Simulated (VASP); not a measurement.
## Bi2TeO4: single point with PBE

Crystal: Bi2TeO4.

```
Bi Te O
1.0
     1.93610    1.11781    8.62726
    -1.93610    1.11781    8.62726
     0.00000   -2.23561    8.62726
Bi Te O
2 1 4
Direct
  0.22738 0.22738 0.22738
  0.77262 0.77262 0.77262
  0.00000 0.00000 0.00000
  0.13444 0.13444 0.13444
  0.86556 0.86556 0.86556
  0.37485 0.37485 0.37485
  0.62515 0.62515 0.62515
```

The cell was generated, and may not be a known phase.

- Program: VASP 6.6.1
- Task: single point
- Functional: PBE
- Potentials or basis: VASP PAW PBE potentials, release 64 (Bi_d, Te, O)
- Cutoff: 520 eV
- k mesh: 3 × 3 × 3
- Occupations: gaussian, width 0.15 eV
- Spin: no spin polarisation
- Dipole correction: no
- Further INCAR settings: ALGO = Normal; EDIFF = 1e-06; NBANDS = 39

```
Pressure               : -0.1 GPa
Largest force          : 0.047 eV/Å
Band gap on the k mesh : zero (bands 30 and 31 overlap by 0.34 eV)
```

Forces on the atoms (eV/Å):
```
Bi   0.000  0.000  0.021
Bi   0.000  0.000 -0.021
Te   0.000  0.000  0.000
O    0.000  0.000 -0.014
O    0.000  0.000  0.014
O    0.000  0.000 -0.047
O    0.000  0.000  0.047
```

Stress tensor (GPa, compression positive):
```
-0.21  0.00  0.00
 0.00 -0.21  0.00
 0.00  0.00  0.16
```

Levels at points of the mesh, in eV from the Fermi level:
```tsv
k point	band 26	band 27	band 28	band 29	band 30	band 31	band 32	band 33	band 34	band 35
(0.00, 0.00, 0.00)	-4.52	-4.20	-3.27	-2.92	-2.45	-0.18	-0.18	1.42	2.58	2.58
```

Wall time 3.1 min on 1 thread of Intel(R) Xeon(R) 6975P-C (Granite Rapids) (shared host), peak memory 0.66 GiB.

Caveat: the k points lie up to 0.63 Å⁻¹ apart; spin-orbit coupling is left out, which moves the levels of the heavy elements.
